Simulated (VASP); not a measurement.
Write the native input for VASP 6.6.1 that does the following.

```yaml
Task: single point
Functional: r2SCAN
Potentials_or_basis: VASP PAW PBE potentials, release 64 (W_sv, C)
Cutoff: 520 eV
k_mesh: 10 × 10 × 9
Occupations: fermi-dirac, width 0.05 eV
Spin: no spin polarisation
Dipole_correction: no
Further_INCAR_settings: ALGO = Normal; EDIFF = 1e-07; NBANDS = 16
```

The system is WC (Qusongite).

```xyz
2
Lattice="2.9635 0.0000 0.0000 -1.4818 2.5665 0.0000 0.0000 0.0000 2.8922" Properties=species:S:1:pos:R:3 pbc="T T T"
W     0.0000    0.0000    0.0000
C     1.4818    0.8555    1.4461
```

One way to write it, as run:

POSCAR

```
WC
1.0
    2.9635046684      0.0000000000      0.0000000000
   -1.4817523342      2.5664703270      0.0000000000
    0.0000000000      0.0000000000      2.8922337321
W C
1 1
Direct
    0.0000000000      0.0000000000      0.0000000000
    0.6666666667      0.3333333333      0.5000000000
```

INCAR.step1

```
  PREC = Accurate
  ENCUT = 520
  ISMEAR = -1
  SIGMA = 0.05
  LREAL = F
  LASPH = T
  NELM = 60
  NBANDS = 16
  GGA = PE
  ALGO = Normal
  EDIFF = 1E-4
  LWAVE = T
  LCHARG = F
```

INCAR.step2

```
  PREC = Accurate
  ENCUT = 520
  EDIFF = 1E-7
  ISMEAR = -1
  SIGMA = 0.05
  LREAL = F
  LASPH = T
  NELM = 60
  ALGO = Normal
  ISIF = 2
  LWAVE = F
  LCHARG = F
  METAGGA = R2SCAN
  LMIXTAU = T
  NBANDS = 16
  ISTART = 1
```

KPOINTS

```
regular mesh
0
Gamma
  10 10 9
```

Potentials or basis: VASP PAW PBE potentials, release 64 (W_sv, C).

The run is started by

```sh
$ cat potpaw_PBE.64/W_sv/POTCAR potpaw_PBE.64/C/POTCAR > POTCAR
$ cp INCAR.step1 INCAR
$ mpirun -np 1 vasp_std > vasp.out
$ cp INCAR.step2 INCAR
$ mpirun -np 1 vasp_std > vasp.out
```

Results of the run:

```json
{
 "Pressure": "-18.3 GPa",
 "Band gap on the k mesh": "zero (band 9 reaches 10.82 eV, above the bottom of band 10 at 9.69 eV)"
}
```

Caveat: the PAW data sets were made with another functional, which shifts forces and pressure a little; spin-orbit coupling is left out, which moves the levels of the heavy elements.

It took 41 s on 1 thread of Intel(R) Xeon(R) Platinum 8488C (Sapphire Rapids), with other jobs on the host, peak memory 0.16 GiB.
